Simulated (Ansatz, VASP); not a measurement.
One calculation of Si, two programs

Contents of INCAR:

```
SYSTEM = Si
  ALGO = Normal
  EDIFF = 1E-6
  ENCUT = 520
  GGA = CA
  ISIF = 2
  ISMEAR = -1
  LASPH = .TRUE.
  LCHARG = .FALSE.
  LREAL = .FALSE.
  LWAVE = .FALSE.
  NBANDS = 11
  NELM = 80
  PREC = Accurate
  SIGMA = 0.08
```

The input KPOINTS:

```
k-points
0
G
  11 11 11
  0 0 0
```

File POSCAR:

```
Si
1.0
    0.0000000000      2.7154700000      2.6340059000
    2.7154700000      0.0000000000      2.6340059000
    2.7154700000      2.7154700000      0.0000000000
Si
2
Direct
    0.5000000000      0.5000000000      0.5000000000
    0.7500000000      0.7500000000      0.7500000000
```

Input for Ansatz:

```yaml
crystal:
  lattice:
    - [0.0, 2.71547, 2.6340059]
    - [2.71547, 0.0, 2.6340059]
    - [2.71547, 2.71547, 0.0]
  atoms:
    - { symbol: Si, position: [0.5, 0.5, 0.5] }
    - { symbol: Si, position: [0.75, 0.75, 0.75] }
kpoints:
  mp_grid: { grid: [11, 11, 11] }
  band_path:
    path:
      - [0.0, 0.0, 0.0]
      - [0.0, 0.5, 0.5]
      - [0.25, 0.75, 0.5]
      - [0.0, 0.5, 0.0]
      - [0.0, 0.0, 0.0]
      - [0.5, 0.5, 0.0]
      - [0.3828515251, 0.6171484749, 0.0]
      - [-0.3828515251, 0.3828515251, 0.0]
      - [0.0, 0.0, 0.0]
    npoints: 5
scf:
  occupations: { method: fermi_dirac, width: 0.08 }
hamiltonian:
  xc: lda
  pseudopotentials: { kind: all_electron, lapw: { basis_error: 0.00025 } }
output:
  forces: true
  stress: true
  eigenvalues: true
```

Change from the starting cell: zz strain of -3 %.

Alike in both runs: task single point; functional LDA; k mesh 11 × 11 × 11; occupations fermi-dirac, width 0.08 eV; no spin polarisation.

|  | VASP | Ansatz |
| --- | --- | --- |
| version | VASP 6.6.1 | Ansatz 0.2.0 |
| potentials or method | VASP PAW LDA potentials, release 64 (Si), cutoff 520 eV | all-electron LAPW, scalar-relativistic |

|  | VASP | Ansatz | Ansatz less VASP |
| --- | --- | --- | --- |
| pressure (GPa) | 1.4 | 1.3 | -0.12 |
| traceless stress, the component that is largest in VASP (GPa) | 1.80 | 1.81 | +0.004 |

LDA's correlation is that of Perdew and Zunger in VASP and of Perdew and Wang (1992) in Ansatz. Ansatz ran all-electron here, and VASP with PAW potentials.
